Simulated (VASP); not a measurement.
# SrC2N2O2 (R3c) in VASP: further runs, part 2 of 2

VASP 6.6.1.

**3. Single point, PBE**

Contents of INCAR:

```
SYSTEM = SrC2N2O2
ALGO     = Normal         ! electronic algorithm
EDIFF    = 1E-7           ! SCF threshold, eV
ENCUT    = 520            ! plane-wave cutoff, eV
GGA      = PE             ! functional
ISIF     = 2              ! what is computed and relaxed
ISMEAR   = -1             ! smearing method
LASPH    = .True.         ! aspherical terms in the spheres
LCHARG   = .False.        ! write CHGCAR
LREAL    = Auto         
LWAVE    = .False.        ! write WAVECAR
NBANDS   = 147            ! bands
NELM     = 100            ! most SCF steps
PREC     = Accurate       ! precision mode
SIGMA    = 0.02           ! smearing width, eV
```

Contents of KPOINTS:

```
k-points
0
Gamma
  3 3 3
  0 0 0
```

Contents of POSCAR:

```
SrC2N2O2
1.0
    5.9310000000      3.4242644466      4.2326666667
   -5.9310000000      3.4242644466      4.2326666667
    0.0000000000     -6.8485288931      4.2326666667
Sr C N O
6 12 12 12
Direct
    0.6252000000      0.2639000000      0.9723000000
    0.9723000000      0.6252000000      0.2639000000
    0.2639000000      0.9723000000      0.6252000000
    0.4723000000      0.7639000000      0.1252000000
    0.7639000000      0.1252000000      0.4723000000
    0.1252000000      0.4723000000      0.7639000000
    0.7383000000      0.6651000000      0.8831000000
    0.8831000000      0.7383000000      0.6651000000
    0.6651000000      0.8831000000      0.7383000000
    0.3831000000      0.1651000000      0.2383000000
    0.1651000000      0.2383000000      0.3831000000
    0.2383000000      0.3831000000      0.1651000000
    0.4585000000      0.4204000000      0.6282000000
    0.6282000000      0.4585000000      0.4204000000
    0.4204000000      0.6282000000      0.4585000000
    0.1282000000      0.9204000000      0.9585000000
    0.9204000000      0.9585000000      0.1282000000
    0.9585000000      0.1282000000      0.9204000000
    0.5502000000      0.5912000000      0.3753000000
    0.3753000000      0.5502000000      0.5912000000
    0.5912000000      0.3753000000      0.5502000000
    0.8753000000      0.0912000000      0.0502000000
    0.0912000000      0.0502000000      0.8753000000
    0.0502000000      0.8753000000      0.0912000000
    0.8640000000      0.6369000000      0.7853000000
    0.7853000000      0.8640000000      0.6369000000
    0.6369000000      0.7853000000      0.8640000000
    0.2853000000      0.1369000000      0.3640000000
    0.1369000000      0.3640000000      0.2853000000
    0.3640000000      0.2853000000      0.1369000000
    0.4101000000      0.3349000000      0.7468000000
    0.7468000000      0.4101000000      0.3349000000
    0.3349000000      0.7468000000      0.4101000000
    0.2468000000      0.8349000000      0.9101000000
    0.8349000000      0.9101000000      0.2468000000
    0.9101000000      0.2468000000      0.8349000000
    0.0073000000      0.7184000000      0.5743000000
    0.5743000000      0.0073000000      0.7184000000
    0.7184000000      0.5743000000      0.0073000000
    0.0743000000      0.2184000000      0.5073000000
    0.2184000000      0.5073000000      0.0743000000
    0.5073000000      0.0743000000      0.2184000000
```

Potentials or basis: VASP PAW PBE potentials, release 64 (Sr_sv, C, N, O).

Command:

```console
cat potpaw_PBE.64/Sr_sv/POTCAR potpaw_PBE.64/C/POTCAR potpaw_PBE.64/N/POTCAR potpaw_PBE.64/O/POTCAR > POTCAR
mpirun -np 1 vasp_std > vasp.out
```

OUTCAR:

```text
SYSTEM = SrC2N2O2
   EDIFF = 1E-7
   ENCUT = 520
   GGA = PE
   ISIF = 2
   ISMEAR = -1
   LASPH = .True.
   LREAL = Auto
   NELM = 100
   PREC = Accurate

 ion  position               nearest neighbor table
   1  0.625  0.264  0.972-  39 2.53  31 2.54  30 2.59  22 2.61  36 2.64  38 2.76  42 2.78  18 3.03
                            32 3.10  10 3.12  13 3.36   7 3.43   9 3.51   3 4.26   2 4.26   5 4.35
   2  0.972  0.625  0.264-  37 2.53  32 2.54  29 2.59  24 2.61  35 2.64  39 2.76  41 2.78  17 3.03
                            33 3.10  12 3.12  14 3.36   8 3.43   7 3.51   3 4.26   1 4.26   4 4.35
   3  0.264  0.972  0.625-  38 2.53  33 2.54  28 2.59  23 2.61  34 2.64  37 2.76  40 2.78  16 3.03
                            31 3.10  11 3.12  15 3.36   9 3.43   8 3.51   2 4.26   1 4.26   6 4.35
   4  0.472  0.764  0.125-  42 2.53  34 2.54  27 2.59  19 2.61  33 2.64  41 2.76  39 2.78  15 3.03
                            35 3.10   7 3.12  16 3.36  10 3.43  12 3.51   6 4.26   5 4.26   2 4.35
   5  0.764  0.125  0.472-  40 2.53  35 2.54  26 2.59  21 2.61  32 2.64  42 2.76  38 2.78  14 3.03
                            36 3.10   9 3.12  17 3.36  11 3.43  10 3.51   4 4.26   6 4.26   1 4.35
   6  0.125  0.472  0.764-  41 2.53  36 2.54  25 2.59  20 2.61  31 2.64  40 2.76  37 2.78  13 3.03
                            34 3.10   8 3.12  18 3.36  12 3.43  11 3.51   4 4.26   5 4.26   3 4.35
   7  0.738  0.665  0.883-  39 1.30  27 1.33  25 1.36   4 3.12   1 3.43   2 3.51
[... 1100 lines left out ...]
------------------------ aborting loop because EDIFF is reached ----------------------------------------

  FORCE on cell =-STRESS in cart. coord.  units (eV):
  Direction    XX          YY          ZZ          XY          YZ          ZX
  --------------------------------------------------------------------------------------
  -------------------------------------------------------------------------------------
  Total       23.8206598     23.8206598      4.0972791     -0.0000000      0.0000000      0.0000000
  in kB       73.9952480     73.9952480     12.7275727     -0.0000000      0.0000000      0.0000000
  external PRESSURE =      53.5726896 kB  Pullay stress =       0.0000000 kB

 VOLUME and BASIS-vectors are now :
 -----------------------------------------------------------------------------
  energy-cutoff  :      520.00
  volume of cell :      515.78
      direct lattice vectors                 reciprocal lattice vectors
     5.931000000  3.424264447  4.232666667     0.084302816  0.048672253  0.078752559
    -5.931000000  3.424264447  4.232666667    -0.084302816  0.048672253  0.078752559
     0.000000000 -6.848528893  4.232666667     0.000000000 -0.097344507  0.078752559

 POSITION                                       TOTAL-FORCE (eV/Angst)
 -----------------------------------------------------------------------------------
      2.14287     -3.61431      7.87869         0.036377      0.037372     -0.009891
      2.05865      3.66294      7.87869        -0.050553      0.012818     -0.009891
     -4.20152     -0.04862      7.87869         0.014176     -0.050190     -0.009891
     -1.72948      3.37564      5.76235        -0.014176     -0.050190     -0.009891
      3.78813     -0.19005      5.76235        -0.036377      0.037372     -0.009891
     -2.05865     -3.18559      5.76235         0.050553      0.012818     -0.009891
[... 34 lines left out ...]
     -1.71347      1.97614      3.38613        -0.222320      0.246635      0.017126
      2.56812      0.49583      3.38613         0.324752      0.069217      0.017126
 -----------------------------------------------------------------------------------
    total drift:                               -0.000000      0.000000      0.012171

  FREE ENERGIE OF THE ION-ELECTRON SYSTEM (eV)
  ---------------------------------------------------
  free  energy   TOTEN  =      -332.4168709906 eV

  energy  without entropy=     -332.4168709906  energy(sigma->0) =     -332.41687099
```

stdout:

```text
POSCAR found type information on POSCAR SrC N O
 POSCAR found :  4 types and      42 ions
 scaLAPACK will be used
 LDA part: xc-table for (Slater+PW92), standard interpolation
 POSCAR, INCAR and KPOINTS ok, starting setup
 FFT: planning ... GRIDC
 FFT: planning ... GRID_SOFT
 FFT: planning ... GRID
 WAVECAR not read
 entering main loop
```

It took 11 min on 1 thread of Intel Xeon Platinum 8259CL at 2.50GHz (Skylake/Cascade Lake), shared host; peak memory 0.68 GiB.

What came out:

* Free energy: -332.4169 eV
* Pressure: 5.4 GPa
* Largest force: 0.959 eV/Å
* Band gap on the k mesh: 4.16 eV, indirect (least direct gap 4.17 eV)

Forces in eV/Å, atoms in the order of the input:
```
Sr   0.036  0.037 -0.010
Sr  -0.051  0.013 -0.010
Sr   0.014 -0.050 -0.010
Sr  -0.014 -0.050 -0.010
Sr  -0.036  0.037 -0.010
Sr   0.051  0.013 -0.010
C    0.932 -0.181  0.138
C   -0.310  0.897  0.138
C   -0.622 -0.717  0.138
C    0.622 -0.717  0.138
C   -0.932 -0.181  0.138
C    0.310  0.897  0.138
C    0.775 -0.434  0.319
C   -0.011  0.889  0.319
C   -0.764 -0.454  0.319
C    0.764 -0.454  0.319
C   -0.775 -0.434  0.319
C    0.011  0.889  0.319
N    0.227  0.856 -0.235
N   -0.855 -0.231 -0.235
N    0.628 -0.625 -0.235
N   -0.628 -0.625 -0.235
N   -0.227  0.856 -0.235
N    0.855 -0.231 -0.235
N    0.121 -0.820 -0.128
N    0.649  0.515 -0.128
N   -0.770  0.305 -0.128
N    0.770  0.305 -0.128
N   -0.121 -0.820 -0.128
N   -0.649  0.515 -0.128
O   -0.015 -0.666 -0.101
O    0.585  0.320 -0.101
O   -0.569  0.347 -0.101
O    0.569  0.347 -0.101
O    0.015 -0.666 -0.101
O   -0.585  0.320 -0.101
O    0.222  0.247  0.017
O   -0.325  0.069  0.017
O    0.102 -0.316  0.017
O   -0.102 -0.316  0.017
O   -0.222  0.247  0.017
O    0.325  0.069  0.017
```

Levels at points of the mesh, in eV from the valence-band top:
```
           k point  band 116  band 117  band 118  band 119  band 120  band 121  band 122  band 123  band 124  band 125
(0.00, 0.00, 0.00)     -0.42     -0.37     -0.37      0.00      0.00      4.19      4.19      4.72      4.72      4.97
```

A k mesh can miss the band edges. PBE gaps usually lie below the measured ones, often by a third to a half.
